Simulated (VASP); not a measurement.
# TiAl (P-6m2) in VASP: notebook

The runs below take TiAl through single point, with PBEsol.

Program: VASP 6.6.1. These are calculated values, not measurements. Logs are shortened: lines on timing, memory, paths and dates and some standing lists are left out, and cuts for length are marked.

## Step 1: The cell of the first run

The structure is hexagonal, space group P-6m2 (No. 187). Conventional cell: a = 2.990 Å, b = 2.990 Å, c = 4.434 Å, α = 90.00°, β = 90.00°, γ = 120.00°. Ti (site symmetry -6m2) has 6 Al at 2.81 Å and 6 Ti at 2.99 Å within 3.7 Å. Al (site symmetry -6m2) has 6 Ti at 2.81 Å and 6 Al at 2.99 Å within 3.7 Å.

## Step 2: Single point, PBEsol

The input, INCAR:

```
SYSTEM = TiAl
  PREC = Accurate
  ENCUT = 520
  EDIFF = 1E-6
  ISMEAR = 0
  SIGMA = 0.15
  LREAL = .FALSE.
  LASPH = .TRUE.
  NELM = 60
  ALGO = Fast
  ISIF = 2
  LWAVE = .FALSE.
  LCHARG = .FALSE.
  GGA = PS
  NBANDS = 14
```

The input, KPOINTS:

```
regular mesh
0
G
  18 18 10
  0 0 0
```

The input, POSCAR:

```
TiAl
1.0
    2.9899000000      0.0000000000      0.0000000000
   -1.4949500000      2.5893293548      0.0000000000
    0.0000000000      0.0000000000      4.4344000000
Ti Al
1 1
Direct
    0.0000000000      0.0000000000      0.0000000000
    0.3333333333      0.6666666667      0.5000000000
```

Potentials or basis: VASP PAW PBE potentials, release 64 (Ti_sv, Al).

The run is started by

```
$ cat potpaw_PBE.64/Ti_sv/POTCAR potpaw_PBE.64/Al/POTCAR > POTCAR
$ mpirun -np 1 vasp_std > vasp.out
```

OUTCAR:

```text
SYSTEM = TiAl
   PREC = Accurate
   ENCUT = 520
   EDIFF = 1E-6
   ISMEAR = 0
   LREAL = .FALSE.
   LASPH = .TRUE.
   NELM = 60
   ISIF = 2
   GGA = PS

 ion  position               nearest neighbor table
   1  0.000  0.000  0.000-   2 2.81   2 2.81   2 2.81   2 2.81   2 2.81   2 2.81
   2  0.333  0.667  0.500-   1 2.81   1 2.81   1 2.81   1 2.81   1 2.81   1 2.81

  LATTYP: Found a hexagonal cell.
 ALAT       =     2.9899000000
 C/A-ratio  =     1.4831265260

  Lattice vectors:

 A1 = (   2.9899000000,   0.0000000000,   0.0000000000)
 A2 = (  -1.4949500000,   2.5893293548,   0.0000000000)
 A3 = (   0.0000000000,   0.0000000000,   4.4344000000)

Analysis of symmetry for initial positions (statically):
=====================================================================
 Subroutine PRICEL returns:
 Original cell was already a primitive cell.

 Routine SETGRP: Setting up the symmetry group for a
 hexagonal supercell.

 Subroutine GETGRP returns: Found 12 space group operations
 (whereof 12 operations were pure point group operations)
 out of a pool of 24 trial point group operations.

The static configuration has the point symmetry D_3h.

Analysis of symmetry for dynamics (positions and initial velocities):
=====================================================================
 Subroutine PRICEL returns:
 Original cell was already a primitive cell.

 Routine SETGRP: Setting up the symmetry group for a
 hexagonal supercell.

 Subroutine GETGRP returns: Found 12 space group operations
 (whereof 12 operations were pure point group operations)
 out of a pool of 24 trial point group operations.

The dynamic configuration has the point symmetry D_3h.

 Subroutine INISYM returns: Found 12 space group operations
 (whereof 12 operations are pure point group operations),
 and found     1 'primitive' translations

----------------------------------------------------------------------------------------

                                     Primitive cell

  volume of cell :      34.3304

  direct lattice vectors                    reciprocal lattice vectors
     2.989900000  0.000000000  0.000000000     0.334459346  0.193100194  0.000000000
    -1.494950000  2.589329355  0.000000000     0.000000000  0.386200387  0.000000000
     0.000000000  0.000000000  4.434400000     0.000000000  0.000000000  0.225509652

  length of vectors
     2.989900000  2.989900000  4.434400000     0.386200387  0.386200387  0.225509652

  position of ions in fractional coordinates (direct lattice)
     0.000000000  0.000000000  0.000000000
     0.333333333  0.666666667  0.500000000

  ion indices of the primitive-cell ions
   primitive index   ion index
                 1           1
                 2           2

----------------------------------------------------------------------------------------

 KPOINTS: regular mesh

Automatic generation of k-mesh.
 Grid dimensions read from file:
 generate k-points for:   18   18   10

 Generating k-lattice:

  Cartesian coordinates                     Fractional coordinates (reciprocal lattice)
     0.018581075  0.010727789  0.000000000     0.055555556  0.000000000  0.000000000
     0.000000000  0.021455577  0.000000000     0.000000000  0.055555556  0.000000000
     0.000000000  0.000000000  0.022550965     0.000000000  0.000000000  0.100000000

  Length of vectors
     0.021455577  0.021455577  0.022550965

  Shift w.r.t. Gamma in fractional coordinates (k-lattice)
     0.000000000  0.000000000  0.000000000

 Subroutine IBZKPT returns following result:
 ===========================================

 Found    222 irreducible k-points:

 Following reciprocal coordinates:
            Coordinates               Weight
  0.000000  0.000000  0.000000      1.000000
  0.055556  0.000000  0.000000      6.000000
  0.111111  0.000000  0.000000      6.000000
  0.166667 -0.000000  0.000000      6.000000
  0.222222  0.000000  0.000000      6.000000
  0.277778 -0.000000  0.000000      6.000000
[... 16 lines left out ...]
  0.333333  0.111111  0.000000     12.000000
  0.388889  0.111111  0.000000     12.000000
 [... further k-points ...]
   k-points           NKPTS =    222   k-points in BZ     NKDIM =    222   number of bands    NBANDS=     14
   number of dos      NEDOS =    301   number of ions     NIONS =      2
   total plane-waves  NPLWV =  20736
   dimension x,y,z NGX =    24 NGY =   24 NGZ =   36
   dimension x,y,z NGXF=    48 NGYF=   48 NGZF=   72
   ions per type =               1   1
   NGX,Y,Z   is equivalent  to a cutoff of  13.34, 13.34, 13.50 a.u.
   NGXF,Y,Z  is equivalent  to a cutoff of  26.69, 26.69, 26.99 a.u.
 SYSTEM =  TiAl
   PREC   = accura    normal or accurate (medium, high low for compatibility)
   ISTART =      0    job   : 0-new  1-cont  2-samecut
   ICHARG =      2    charge: 1-file 2-atom 10-const
   ISPIN  =      1    spin polarized calculation?
   LNONCOLLINEAR =      F non collinear calculations
   LSORBIT =      F    spin-orbit coupling
   LASPH  =      T    aspherical Exc in radial PAW
   ENCUT  =  520.0 eV  38.22 Ry    6.18 a.u.   5.56  5.56  8.25*2*pi/ulx,y,z
   NELM   =     60;   NELMIN=  2; NELMDL= -5     # of ELM steps
   EDIFF  = 0.1E-05   stopping-criterion for ELM
   LREAL  =      F    real-space projection
   EDIFFG = 0.1E-04   stopping-criterion for IOM
   NSW    =      0    number of steps for IOM
   IBRION =     -1    ionic relax: 0-MD 1-quasi-New 2-CG
   NFREE  =      0    steps in history (QN), initial steepest desc. (CG)
   ISIF   =      2    stress and relaxation
   ISYM   =      2    0-nonsym 1-usesym 2-fastsym
   POTIM  = 0.5000    time-step for ionic-motion
   TEBEG  =    0.0;   TEEND  =   0.0 temperature during run
   PSTRESS=    0.0 pullay stress
   NELECT =      15.0000    total number of electrons
   NUPDOWN=      -1.0000    fix difference up-down
   EMIN   =  10.00;   EMAX   =-10.00  energy-range for DOS
   EFERMI =   0.00;   METHOD = LEGACY
   ISMEAR =     0;   SIGMA  =   0.15  broadening in eV -4-tet -1-fermi 0-gaus
   EFERMI_NEDOS =   21; number of points for ismear=-14 and -15
   IALGO  =     68    algorithm
   IMIX   =      4    mixing-type and parameters
     AMIX     =   0.40;   BMIX     =  1.00
     AMIX_MAG =   1.60;   BMIX_MAG =  1.00
  volume/ion in A,a.u.               =      17.17       115.84
  Fermi-wavevector in a.u.,A,eV,Ry     =   1.242259  2.347530 20.996627  1.543209
  Thomas-Fermi vector in A             =   2.376622
   LORBIT       =      0    0 simple, 1 ext, 2 COOP (PROOUT), +10 PAW based schemes
   GGA     = PS    functional components
   LHFCALC =     F    Hartree Fock is set to
   AEXX    =    0.0000 exact exchange contribution
   IVDW    =     0    specifies the selected vdW correction
   LEPSILON=     F    determine dielectric tensor
   LRPA    =     F    only Hartree local field effects (RPA)
 non-spin polarized calculation
 RMM-DIIS sequential band-by-band and
 Gauss-broadening in eV      SIGMA  =   0.15
  energy-cutoff  :      520.00
  volume of cell :       34.33
 maximum number of plane-waves:       952
 NGX is ok and might be reduce to    24

 number of electron      15.0000001 magnetization

 Free energy of the ion-electron system (eV)
  ---------------------------------------------------
  ext. energy  EPLUGINS =         0.00000000
  ---------------------------------------------------
  free energy    TOTEN  =       -12.85929862 eV

  energy without entropy =      -12.82718049  energy(sigma->0) =      -12.84323955

 E-fermi :   7.4101     XC(G=0): -10.9046

 val. band max:        7.4100222597   @ k =   0.3889   0.1667   0.4000
 cond. band min:       7.4101157349   @ k =   0.3889   0.2222   0.4000
 fundamental gap:      0.0000934752
 Fermi energy:         7.4101048012

 k-point     1 :       0.0000    0.0000    0.0000
  band No.  band energies     occupation
      1     -48.9970      2.00000
      2     -25.4215      2.00000
      3     -25.0940      2.00000
      4     -25.0940      2.00000
      5      -1.1872      2.00000
      6       5.5061      2.00000
      7       6.3921      2.00000
      8       8.5527      0.00000
      9       8.5527      0.00000
     10       9.7807      0.00000
     11       9.7807      0.00000
     12      12.2307      0.00000
     13      18.9931      0.00000
     14      18.9931      0.00000

 k-point     2 :       0.0556    0.0000    0.0000
  band No.  band energies     occupation
      1     -48.9952      2.00000
      2     -25.4196      2.00000
      3     -25.1062      2.00000
      4     -25.0968      2.00000
      5      -1.1161      2.00000
      6       5.5744      2.00000
      7       6.3772      2.00000
      8       8.4836      0.00000
      9       8.6066      0.00000
     10       9.7615      0.00000
     11       9.8316      0.00000
     12      12.2381      0.00000
     13      17.9285      0.00000
     14      18.3506      0.00000

 k-point     3 :       0.1111    0.0000    0.0000
  band No.  band energies     occupation
      1     -48.9902      2.00000
      2     -25.4142      2.00000
      3     -25.1411      2.00000
      4     -25.1048      2.00000
      5      -0.9041      2.00000
      6       5.7701      2.00000
      7       6.3363      2.00000
      8       8.2915      0.00000
      9       8.7652      0.00000
     10       9.7066      0.00000
     11       9.9795      0.00000
     12      12.2555      0.00000
     13      16.3185      0.00000
     14      17.4983      0.00000
[... 324 lines left out ...]
 k-point    23 :       0.3333    0.1111    0.0000
  band No.  band energies     occupation
      1     -48.9432      2.00000
      2     -25.4339      2.00000
      3     -25.3638      2.00000
      4     -25.2018      2.00000
      5       2.2678      2.00000
      6       6.0339      2.00000
      7       6.1717      2.00000
      8       6.8823      2.00000
      9       8.8758      0.00000
     10      10.1375      0.00000
     11      11.3223      0.00000
     12      12.0216      0.00000
     13      12.7544      0.00000
     14      13.5215      0.00000

 k-point    24 :       0.3889    0.1111    0.0000
  band No.  band energies     occupation
      1     -48.9383      2.00000
      2     -25.4628      2.00000
      3     -25.3587      2.00000
      4     -25.2120      2.00000
      5       3.1511      2.00000
      6       5.2249      2.00000
      7       6.1759      2.00000
      8       6.7198      2.00000
      9       8.7783      0.00000
     10      10.3636      0.00000
     11      11.3357      0.00000
     12      12.3665      0.00000
     13      12.6220      0.00000
     14      13.7760      0.00000

 [... further k-points ...]

------------------------ aborting loop because EDIFF is reached ----------------------------------------

  FORCE on cell =-STRESS in cart. coord.  units (eV):
  Direction    XX          YY          ZZ          XY          YZ          ZX
  --------------------------------------------------------------------------------------
  -------------------------------------------------------------------------------------
  Total       -1.5608831     -1.5608831      0.3625362      0.0000000     -0.0000000      0.0000000
  in kB      -72.8453998    -72.8453998     16.9193314      0.0000000     -0.0000000      0.0000000
  external PRESSURE =     -42.9238228 kB  Pullay stress =       0.0000000 kB

 VOLUME and BASIS-vectors are now :
 -----------------------------------------------------------------------------
  energy-cutoff  :      520.00
  volume of cell :       34.33
      direct lattice vectors                 reciprocal lattice vectors
     2.989900000  0.000000000  0.000000000     0.334459346  0.193100194  0.000000000
    -1.494950000  2.589329355  0.000000000     0.000000000  0.386200387  0.000000000
     0.000000000  0.000000000  4.434400000     0.000000000  0.000000000  0.225509652

 POSITION                                       TOTAL-FORCE (eV/Angst)
 -----------------------------------------------------------------------------------
      0.00000      0.00000      0.00000         0.000000     -0.000000      0.000000
     -0.00000      1.72622      2.21720        -0.000000      0.000000      0.000000
 -----------------------------------------------------------------------------------
    total drift:                                0.000000     -0.000000      0.000000

  FREE ENERGIE OF THE ION-ELECTRON SYSTEM (eV)
  ---------------------------------------------------
  free  energy   TOTEN  =       -12.8592986234 eV

  energy  without entropy=      -12.8271804855  energy(sigma->0) =      -12.84323955
```

Wall time 4.8 min (1 thread of Intel Xeon 8259CL, shared host); peak memory 0.24 GiB.

Results:

* Free energy: -12.8593 eV
* Pressure: -4.3 GPa
* Band gap on the k mesh: zero (an odd number of electrons rules out a gap without spin polarisation)

Stress tensor (GPa, compression positive):
```
-7.28  0.00  0.00
 0.00 -7.28  0.00
 0.00  0.00  1.69
```

Caveat: the cell stands under tension; the PAW data sets were made with another functional, which shifts forces and pressure a little.

## Step 3: Single point, PBEsol

This run uses another cell than the first one, of the same volume but with other edges.

The input, INCAR:

```
  ALGO = Normal
  EDIFF = 1E-7
  ENCUT = 520
  GGA = PS
  ISIF = 2
  ISMEAR = 0
  LASPH = True
  LCHARG = False
  LREAL = False
  LWAVE = False
  NBANDS = 14
  NELM = 100
  PREC = Accurate
  SIGMA = 0.15
```

The input, KPOINTS:

```
k-points
0
Gamma
  18 18 10
```

The input, POSCAR:

```
TiAl
1.0
    2.8191000000      0.0000000000      0.0000000000
   -1.4095500000      2.4414122158      0.0000000000
    0.0000000000      0.0000000000      4.9887000000
Ti Al
1 1
Direct
    0.0000000000      0.0000000000      0.0000000000
    0.3333333333      0.6666666667      0.5000000000
```

Potentials or basis: VASP PAW PBE potentials, release 64 (Ti_sv, Al).

The run is started by

```
$ cat potpaw_PBE.64/Ti_sv/POTCAR potpaw_PBE.64/Al/POTCAR > POTCAR
$ mpirun -np 1 vasp_std > vasp.out
```

It took 2.4 min on 1 thread of Intel Xeon 8259CL, shared host; peak memory 0.25 GiB.

It converged, with:

| Quantity | Value |
| --- | --- |
| Free energy | -12.8258 eV |
| Pressure | -5.8 GPa |
| Band gap on the k mesh | zero (an odd number of electrons rules out a gap without spin polarisation) |

Stress tensor (GPa, compression positive):
```
 -1.32   0.00   0.00
  0.00  -1.32   0.00
  0.00   0.00 -14.86
```

Levels at points of the mesh, in eV from the Fermi level:
```
           k point  band 4  band 5  band 6  band 7  band 8  band 9  band 10  band 11
(0.00, 0.00, 0.00)  -32.32   -8.99   -2.67   -2.43    1.25    1.25     2.80     2.84
(0.50, 0.00, 0.00)  -32.48   -3.55   -2.67   -1.57   -1.16    2.18     3.62     3.71
(0.00, 0.00, 0.50)  -32.32   -8.32   -5.38   -0.88    1.25    1.25     2.81     2.81
(0.50, 0.00, 0.50)  -32.48   -3.48   -2.50   -1.88    0.60    0.84     2.07     2.16
```

Caveat: the cell stands under tension; the PAW data sets were made with another functional, which shifts forces and pressure a little.

[end of part 1 of 2]
